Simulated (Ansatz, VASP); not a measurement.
Two plane-wave programs on Al3Si2F

The input INCAR:

```
ALGO = Normal
EDIFF = 1E-6
EDIFFG = -0.08
ENCUT = 600
GGA = PE
IBRION = 2
ISIF = 3
ISMEAR = 0
LASPH = True
LCHARG = False
LREAL = False
LWAVE = False
NELM = 60
NSW = 36
PREC = Accurate
SIGMA = 0.15
```

File KPOINTS:

```
k-points
0
Gamma
  4 4 4
```

Contents of POSCAR:

```
Al3Si2F
1.0
    1.8792812400      1.0850035300      7.0023196200
   -1.8792812400      1.0850035300      7.0023196200
    0.0000000000     -2.1700070600      7.0023196200
Al Si F
3 2 1
Direct
    0.0000000000      0.0000000000      0.0000000000
    0.3664707200      0.3664707200      0.3664707200
    0.6335292800      0.6335292800      0.6335292800
    0.7459748400      0.7459748400      0.7459748400
    0.2540251600      0.2540251600      0.2540251600
    0.5000000000      0.5000000000      0.5000000000
```

Input for Ansatz:

```yaml
crystal:
  lattice:
    - [1.87928124, 1.08500353, 7.00231962]
    - [-1.87928124, 1.08500353, 7.00231962]
    - [0.0, -2.17000706, 7.00231962]
  atoms:
    - { symbol: Al, position: [0.0, 0.0, 0.0] }
    - { symbol: Al, position: [0.36647072, 0.36647072, 0.36647072] }
    - { symbol: Al, position: [0.63352928, 0.63352928, 0.63352928] }
    - { symbol: Si, position: [0.74597484, 0.74597484, 0.74597484] }
    - { symbol: Si, position: [0.25402516, 0.25402516, 0.25402516] }
    - { symbol: F, position: [0.5, 0.5, 0.5] }
basis:
  ecutwfc: 420
kpoints:
  mp_grid: { grid: [4, 4, 4] }
hamiltonian:
  xc: pbe
scf:
  occupations: { method: gaussian, width: 0.15 }
  lower_state_search: "off"
output:
  forces: true
  stress: true
  eigenvalues: true
relax:
  adjacent_minimum: "off"
  f_tol: 0.08
  max_steps: 16
  cell: { stress_tol: 0.8 }
```

Change from the starting cell: species swapped into the NaCu3Te2 type (R-3m, No. 166).

Alike in both runs: task relaxation of cell and atoms; functional PBE; k mesh 4 × 4 × 4; occupations gaussian, width 0.15 eV; no spin polarisation.

|  | VASP | Ansatz |
| --- | --- | --- |
| version | VASP 6.6.1 | Ansatz 0.2.0 |
| potentials or method | VASP PAW PBE potentials, release 64 (Al, Si, F), cutoff 600 eV | scalar-relativistic, plane waves, PAW |
| valence electrons in the cell | 24 | 24 |

|  | VASP | Ansatz | Ansatz less VASP |
| --- | --- | --- | --- |
| gap on the k mesh at the Fermi level, each at its own relaxed structure (eV) | none | none | - |
| relaxed volume (Å³/atom) | 18.88 | 18.85 | -0.030 |
| relaxed cell length with the largest relative difference (Å) | 7.944 | 7.912 | -0.0317 |

A gap of «none» marks a metal or a gap that the smearing closes.

The k mesh is coarse, so the values compare programs but aren't converged. Noted on VASP's run: the volume moved by over 15 % at a fixed basis, so the end points are rough.
